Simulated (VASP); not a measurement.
# CdIrS3 (Pm-3m) in VASP: single point with PBE

Aim: the single point of CdIrS3 with PBE.

All numbers are computed with VASP 6.6.1; they aren't measurements. Logs are shortened: lines on timing, memory, paths and dates and some standing lists are left out, and cuts for length are marked.

### 1 The cell of the first run

The structure is cubic, space group Pm-3m (No. 221). The conventional cell has a = 4.513 Å, b = 4.513 Å, c = 4.513 Å, α = 90.00°, β = 90.00°, γ = 90.00°. Within 4.2 Å of Cd (site symmetry m-3m) lie 12 S at 3.19 Å and 8 Ir at 3.91 Å. Ir (site symmetry m-3m) has 6 S at 2.26 Å within 3.0 Å. S (site symmetry 4/mmm) has 2 Ir at 2.26 Å within 3.0 Å.

The cell was generated, and may not be a known phase.

### 2 Single point, PBE, collinear spin

The input, INCAR:

```
PREC = Accurate ; ENCUT = 520
EDIFF = 1E-6 ; ISMEAR = 0
SIGMA = 0.1 ; LREAL = F
LASPH = T ; NELM = 150
ALGO = Normal ; ISIF = 2
LWAVE = F ; LCHARG = F
ISPIN = 2 ; MAGMOM = 0 1 0 0 0
LORBIT = 11 ; LMAXMIX = 4
GGA = PE ; NBANDS = 32
```

The input, KPOINTS:

```
regular mesh
0
Gamma
  4 4 4
```

The input, POSCAR:

```
CdIrS3
1.0
    4.5133900600      0.0000000000      0.0000000000
    0.0000000000      4.5133900600      0.0000000000
    0.0000000000      0.0000000000      4.5133900600
Cd Ir S
1 1 3
Direct
    0.0000000000      0.0000000000      0.0000000000
    0.5000000000      0.5000000000      0.5000000000
    0.5000000000      0.5000000000      0.0000000000
    0.0000000000      0.5000000000      0.5000000000
    0.5000000000      0.0000000000      0.5000000000
```

Potentials or basis: VASP PAW PBE potentials, release 64 (Cd, Ir, S).

The run is started by

```bash
$ cat potpaw_PBE.64/Cd/POTCAR potpaw_PBE.64/Ir/POTCAR potpaw_PBE.64/S/POTCAR > POTCAR
$ mpirun -np 1 vasp_std > vasp.out
```

OUTCAR:

```text
PREC = Accurate
   ENCUT = 520
   EDIFF = 1E-6
   ISMEAR = 0
   LREAL = F
   LASPH = T
   NELM = 150
   ISIF = 2
   ISPIN = 2
   LORBIT = 11
   GGA = PE

 ion  position               nearest neighbor table
   1  0.000  0.000  0.000-   3 3.19   4 3.19   5 3.19   4 3.19   5 3.19   3 3.19   4 3.19   4 3.19
                             3 3.19   5 3.19   5 3.19   3 3.19
   2  0.500  0.500  0.500-   3 2.26   4 2.26   5 2.26   3 2.26   5 2.26   4 2.26
   3  0.500  0.500  0.000-   2 2.26   2 2.26   1 3.19   1 3.19   1 3.19   1 3.19
   4  0.000  0.500  0.500-   2 2.26   2 2.26   1 3.19   1 3.19   1 3.19   1 3.19
   5  0.500  0.000  0.500-   2 2.26   2 2.26   1 3.19   1 3.19   1 3.19   1 3.19

  LATTYP: Found a simple cubic cell.
 ALAT       =     4.5133900600

  Lattice vectors:

 A1 = (   4.5133900600,   0.0000000000,   0.0000000000)
 A2 = (   0.0000000000,   4.5133900600,   0.0000000000)
 A3 = (   0.0000000000,   0.0000000000,   4.5133900600)

Analysis of symmetry for initial positions (statically):
=====================================================================
 Subroutine PRICEL returns:
 Original cell was already a primitive cell.

 Routine SETGRP: Setting up the symmetry group for a
 simple cubic supercell.

 Subroutine GETGRP returns: Found 48 space group operations
 (whereof 48 operations were pure point group operations)
 out of a pool of 48 trial point group operations.

The static configuration has the point symmetry O_h .

Analysis of symmetry for dynamics (positions and initial velocities):
=====================================================================
 Subroutine PRICEL returns:
 Original cell was already a primitive cell.

 Routine SETGRP: Setting up the symmetry group for a
 simple cubic supercell.

 Subroutine GETGRP returns: Found 48 space group operations
 (whereof 48 operations were pure point group operations)
 out of a pool of 48 trial point group operations.

The dynamic configuration has the point symmetry O_h .

Analysis of structural, dynamic, and magnetic symmetry:
=====================================================================
 Subroutine PRICEL returns:
 Original cell was already a primitive cell.

 Routine SETGRP: Setting up the symmetry group for a
 simple cubic supercell.

 Subroutine GETGRP returns: Found 48 space group operations
 (whereof 48 operations were pure point group operations)
 out of a pool of 48 trial point group operations.

The overall configuration has the point symmetry O_h .

 Subroutine INISYM returns: Found 48 space group operations
 (whereof 48 operations are pure point group operations),
 and found     1 'primitive' translations

----------------------------------------------------------------------------------------

                                     Primitive cell

  volume of cell :      91.9409

  direct lattice vectors                    reciprocal lattice vectors
     4.513390060  0.000000000  0.000000000     0.221562946  0.000000000  0.000000000
     0.000000000  4.513390060  0.000000000     0.000000000  0.221562946  0.000000000
     0.000000000  0.000000000  4.513390060     0.000000000  0.000000000  0.221562946

  length of vectors
     4.513390060  4.513390060  4.513390060     0.221562946  0.221562946  0.221562946

  position of ions in fractional coordinates (direct lattice)
     0.000000000  0.000000000  0.000000000
     0.500000000  0.500000000  0.500000000
     0.500000000  0.500000000  0.000000000
     0.000000000  0.500000000  0.500000000
     0.500000000  0.000000000  0.500000000

  ion indices of the primitive-cell ions
   primitive index   ion index
                 1           1
                 2           2
                 3           3
                 4           4
                 5           5

----------------------------------------------------------------------------------------

 KPOINTS: regular mesh

Automatic generation of k-mesh.
 Grid dimensions read from file:
 generate k-points for:    4    4    4

 Generating k-lattice:

  Cartesian coordinates                     Fractional coordinates (reciprocal lattice)
     0.055390737  0.000000000  0.000000000     0.250000000  0.000000000  0.000000000
     0.000000000  0.055390737  0.000000000     0.000000000  0.250000000  0.000000000
     0.000000000  0.000000000  0.055390737     0.000000000  0.000000000  0.250000000

  Length of vectors
     0.055390737  0.055390737  0.055390737

  Shift w.r.t. Gamma in fractional coordinates (k-lattice)
     0.000000000  0.000000000  0.000000000

 Subroutine IBZKPT returns following result:
 ===========================================

 Found     10 irreducible k-points:

 Following reciprocal coordinates:
            Coordinates               Weight
  0.000000  0.000000  0.000000      1.000000
  0.250000  0.000000  0.000000      6.000000
  0.500000  0.000000  0.000000      3.000000
  0.250000  0.250000  0.000000     12.000000
  0.500000  0.250000  0.000000     12.000000
  0.500000  0.500000  0.000000      3.000000
  0.250000  0.250000  0.250000      8.000000
  0.500000  0.250000  0.250000     12.000000
  0.500000  0.500000  0.250000      6.000000
  0.500000  0.500000  0.500000      1.000000
   k-points           NKPTS =     10   k-points in BZ     NKDIM =     10   number of bands    NBANDS=     32
   number of dos      NEDOS =    301   number of ions     NIONS =      5
   total plane-waves  NPLWV =  46656
   dimension x,y,z NGX =    36 NGY =   36 NGZ =   36
   dimension x,y,z NGXF=    72 NGYF=   72 NGZF=   72
   ions per type =               1   1   3
   NGX,Y,Z   is equivalent  to a cutoff of  13.26, 13.26, 13.26 a.u.
   NGXF,Y,Z  is equivalent  to a cutoff of  26.52, 26.52, 26.52 a.u.
 SYSTEM =  unknown system
   PREC   = accura    normal or accurate (medium, high low for compatibility)
   ISTART =      0    job   : 0-new  1-cont  2-samecut
   ICHARG =      2    charge: 1-file 2-atom 10-const
   ISPIN  =      2    spin polarized calculation?
   LNONCOLLINEAR =      F non collinear calculations
   LSORBIT =      F    spin-orbit coupling
   LASPH  =      T    aspherical Exc in radial PAW
   ENCUT  =  520.0 eV  38.22 Ry    6.18 a.u.   8.39  8.39  8.39*2*pi/ulx,y,z
   NELM   =    150;   NELMIN=  2; NELMDL= -5     # of ELM steps
   EDIFF  = 0.1E-05   stopping-criterion for ELM
   LREAL  =      F    real-space projection
   EDIFFG = 0.1E-04   stopping-criterion for IOM
   NSW    =      0    number of steps for IOM
   IBRION =     -1    ionic relax: 0-MD 1-quasi-New 2-CG
   NFREE  =      0    steps in history (QN), initial steepest desc. (CG)
   ISIF   =      2    stress and relaxation
   ISYM   =      2    0-nonsym 1-usesym 2-fastsym
   POTIM  = 0.5000    time-step for ionic-motion
   TEBEG  =    0.0;   TEEND  =   0.0 temperature during run
   PSTRESS=    0.0 pullay stress
   NELECT =      39.0000    total number of electrons
   NUPDOWN=      -1.0000    fix difference up-down
   EMIN   =  10.00;   EMAX   =-10.00  energy-range for DOS
   EFERMI =   0.00;   METHOD = LEGACY
   ISMEAR =     0;   SIGMA  =   0.10  broadening in eV -4-tet -1-fermi 0-gaus
   EFERMI_NEDOS =   21; number of points for ismear=-14 and -15
   IALGO  =     38    algorithm
   IMIX   =      4    mixing-type and parameters
     AMIX     =   0.40;   BMIX     =  1.00
     AMIX_MAG =   1.60;   BMIX_MAG =  1.00
  volume/ion in A,a.u.               =      18.39       124.09
  Fermi-wavevector in a.u.,A,eV,Ry     =   1.230062  2.324479 20.586313  1.513051
  Thomas-Fermi vector in A             =   2.364925
   LORBIT       =     11    0 simple, 1 ext, 2 COOP (PROOUT), +10 PAW based schemes
   GGA     = PE    functional components
   LHFCALC =     F    Hartree Fock is set to
   AEXX    =    0.0000 exact exchange contribution
   IVDW    =     0    specifies the selected vdW correction
   LEPSILON=     F    determine dielectric tensor
   LRPA    =     F    only Hartree local field effects (RPA)
 spin polarized calculation
 Gauss-broadening in eV      SIGMA  =   0.10
  energy-cutoff  :      520.00
  volume of cell :       91.94
 maximum number of plane-waves:      2517
 NGX is ok and might be reduce to    36
   NGX = 17   NGY = 17   NGZ = 17

 number of electron      39.0000009 magnetization       0.1030022

 Free energy of the ion-electron system (eV)
  ---------------------------------------------------
  ext. energy  EPLUGINS =         0.00000000
  ---------------------------------------------------
  free energy    TOTEN  =       -19.54012508 eV

  energy without entropy =      -19.50655004  energy(sigma->0) =      -19.52333756

 E-fermi :   5.2323     XC(G=0): -10.8315

 val. band max:        5.2254065198   @ k =   0.5000   0.2500   0.0000
 cond. band min:       5.2526086899   @ k =   0.5000   0.5000   0.0000
 fundamental gap:      0.0272021700
 Fermi energy:         5.2322950998

 spin component 1

 k-point     1 :       0.0000    0.0000    0.0000
  band No.  band energies     occupation
      1      -9.6779      1.00000
      2      -7.5966      1.00000
      3      -7.5966      1.00000
      4      -2.6805      1.00000
      5      -2.6805      1.00000
      6      -2.6805      1.00000
[... 23 lines left out ...]
     30      14.5939      0.00000
     31      14.5939      0.00000

 k-point     2 :       0.2500    0.0000    0.0000
  band No.  band energies     occupation
      1      -9.3903      1.00000
      2      -7.5672      1.00000
      3      -7.5641      1.00000
      4      -2.7313      1.00000
      5      -2.7313      1.00000
      6      -2.7159      1.00000
[... 23 lines left out ...]
     30      14.6381      0.00000
     31      15.8272      0.00000

 k-point     3 :       0.5000    0.0000    0.0000
  band No.  band energies     occupation
      1      -9.0399      1.00000
      2      -7.5680      1.00000
      3      -7.5309      1.00000
      4      -2.7794      1.00000
      5      -2.7794      1.00000
      6      -2.7731      1.00000
[... 227 lines left out ...]
     30      15.3777      0.00000
     31      15.3870      0.00000

 k-point    10 :       0.5000    0.5000    0.5000
  band No.  band energies     occupation
      1      -7.3433      1.00000
      2      -7.3433      1.00000
      3      -7.3433      1.00000
      4      -3.1115      1.00000
      5      -2.6181      1.00000
      6      -2.6181      1.00000
[... 23 lines left out ...]
     30      14.6559      0.00000
     31      14.6559      0.00000
 Fermi energy:         5.2322950998

 spin component 2

 k-point     1 :       0.0000    0.0000    0.0000
  band No.  band energies     occupation
      1      -9.6644      1.00000
      2      -7.5780      1.00000
      3      -7.5780      1.00000
      4      -2.6803      1.00000
      5      -2.6803      1.00000
      6      -2.6803      1.00000
[... 23 lines left out ...]
     30      14.6038      0.00000
     31      14.6038      0.00000

 k-point     2 :       0.2500    0.0000    0.0000
  band No.  band energies     occupation
      1      -9.3766      1.00000
      2      -7.5503      1.00000
      3      -7.5454      1.00000
      4      -2.7310      1.00000
      5      -2.7310      1.00000
      6      -2.7156      1.00000
[... 23 lines left out ...]
     30      14.6473      0.00000
     31      15.8347      0.00000

 k-point     3 :       0.5000    0.0000    0.0000
  band No.  band energies     occupation
      1      -9.0254      1.00000
      2      -7.5542      1.00000
      3      -7.5120      1.00000
      4      -2.7789      1.00000
      5      -2.7789      1.00000
      6      -2.7728      1.00000
[... 227 lines left out ...]
     30      15.3868      0.00000
     31      15.3982      0.00000

 k-point    10 :       0.5000    0.5000    0.5000
  band No.  band energies     occupation
      1      -7.3292      1.00000
      2      -7.3292      1.00000
      3      -7.3292      1.00000
      4      -3.0990      1.00000
      5      -2.6181      1.00000
      6      -2.6181      1.00000
[... 23 lines left out ...]
     30      14.6648      0.00000
     31      14.6648      0.00000
 [bands above 31 left out]

------------------------ aborting loop because EDIFF is reached ----------------------------------------

  FORCE on cell =-STRESS in cart. coord.  units (eV):
  Direction    XX          YY          ZZ          XY          YZ          ZX
  --------------------------------------------------------------------------------------
  -------------------------------------------------------------------------------------
  Total        8.8363066      8.8363066      8.8363066      0.0000000     -0.0000000      0.0000000
  in kB      153.9829917    153.9829917    153.9829917      0.0000000     -0.0000000      0.0000000
  external PRESSURE =     153.9829917 kB  Pullay stress =       0.0000000 kB

 VOLUME and BASIS-vectors are now :
 -----------------------------------------------------------------------------
  energy-cutoff  :      520.00
  volume of cell :       91.94
      direct lattice vectors                 reciprocal lattice vectors
     4.513390060  0.000000000  0.000000000     0.221562946  0.000000000  0.000000000
     0.000000000  4.513390060  0.000000000     0.000000000  0.221562946  0.000000000
     0.000000000  0.000000000  4.513390060     0.000000000  0.000000000  0.221562946

 POSITION                                       TOTAL-FORCE (eV/Angst)
 -----------------------------------------------------------------------------------
      0.00000      0.00000      0.00000         0.000000      0.000000      0.000000
      2.25670      2.25670      2.25670         0.000000      0.000000      0.000000
      2.25670      2.25670      0.00000         0.000000      0.000000      0.000000
      0.00000      2.25670      2.25670         0.000000      0.000000      0.000000
      2.25670      0.00000      2.25670         0.000000      0.000000      0.000000
 -----------------------------------------------------------------------------------
    total drift:                                0.000000      0.000000      0.000000

  FREE ENERGIE OF THE ION-ELECTRON SYSTEM (eV)
  ---------------------------------------------------
  free  energy   TOTEN  =       -19.5401250752 eV

  energy  without entropy=      -19.5065500389  energy(sigma->0) =      -19.52333756

 total charge

# of ion       s       p       d       tot
------------------------------------------
    1        0.453   0.118   9.566  10.137
    2        0.678   0.818   7.257   8.753
    3        1.367   2.330   0.000   3.697
    4        1.367   2.330   0.000   3.697
    5        1.367   2.330   0.000   3.697
--------------------------------------------------
tot          5.233   7.926  16.823  29.982

 magnetization (x)

# of ion       s       p       d       tot
------------------------------------------
    1       -0.000  -0.000   0.000   0.000
    2        0.008   0.001   0.053   0.061
    3        0.003   0.006   0.000   0.008
    4        0.003   0.006   0.000   0.008
    5        0.003   0.006   0.000   0.008
--------------------------------------------------
tot          0.016   0.018   0.053   0.087
```

It took 2.2 min on 1 thread of AMD EPYC 7R13, shared host; peak memory 0.24 GiB.

Results:

```yaml
Free_energy: -19.5401 eV
Pressure: 15.4 GPa
Net_moment: 0.10 μB per cell
Site_moments: Cd +0.00; Ir +0.06; S +0.01 μB
Valence_electrons_inside_the_program's_atomic_spheres: Cd 10.14; Ir 8.75; S 3.70
```

Caveat: the cell stands under pressure; spin-orbit coupling is left out, which moves the levels of the heavy elements.
